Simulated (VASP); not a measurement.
Wanted: the native input for a VASP 6.6.1 run.

```
Task                   : relaxation of cell and atoms
Functional             : PBE
Potentials or basis    : VASP PAW PBE potentials, release 64 (Al, Ga_d, P)
Cutoff                 : 600 eV
k mesh                 : 4 × 4 × 4
Occupations            : gaussian, width 0.1 eV
Spin                   : no spin polarisation
Dipole correction      : no
Further INCAR settings : ALGO = Normal; EDIFF = 1e-06; IBRION = 2; EDIFFG = -0.04; NSW = 90; ISIF = 3
```

The structure of AlGa3P4 lies in POSCAR:

```
AlGa3P4
1.0
    5.3297780300      0.0000000000      0.0000000000
    0.0000000000      5.3297780300      0.0000000000
    0.0000000000      0.0000000000      5.3297780300
Al Ga P
1 3 4
Direct
    0.0000000000      0.0000000000      0.0000000000
    0.5000000000      0.0000000000      0.5000000000
    0.5000000000      0.5000000000      0.0000000000
    0.0000000000      0.5000000000      0.5000000000
    0.7500000000      0.2500000000      0.2500000000
    0.7500000000      0.7500000000      0.7500000000
    0.2500000000      0.2500000000      0.7500000000
    0.2500000000      0.7500000000      0.2500000000
```

These files were run (other wordings do the same):

INCAR

```
PREC = Accurate ; ENCUT = 600
EDIFF = 1E-6 ; ISMEAR = 0
SIGMA = 0.1 ; LREAL = False
LASPH = True ; NELM = 100
ALGO = Normal ; ISIF = 3
LWAVE = False ; LCHARG = False
GGA = PE ; IBRION = 2
NSW = 90 ; EDIFFG = -0.04
```

KPOINTS

```
Automatic mesh
0
Gamma
  4 4 4
```

Potentials or basis: VASP PAW PBE potentials, release 64 (Al, Ga_d, P).

Run with:

```bash
$ cat potpaw_PBE.64/Al/POTCAR potpaw_PBE.64/Ga_d/POTCAR potpaw_PBE.64/P/POTCAR > POTCAR
$ mpirun -np 1 vasp_std > vasp.out
```

It gave:

```
Relaxed volume                        : 20.83 Å³/atom
Relaxed cell                          : a = 5.503 Å, b = 5.503 Å, c = 5.503 Å, α = 90.00°, β = 90.00°, γ = 90.00°
Space group after relaxing (to 0.1 Å) : P-43m (No. 215)
Energy gained by relaxing             : 52.5 meV/atom
Ionic steps                           : 5
Pressure after relaxing               : 0.1 GPa
Band gap on the k mesh                : 1.64 eV (least direct gap 1.72 eV)
```

Run time: 7.7 min on 1 thread of Intel Xeon 8259CL, with other jobs on the host, peak memory 0.37 GiB.
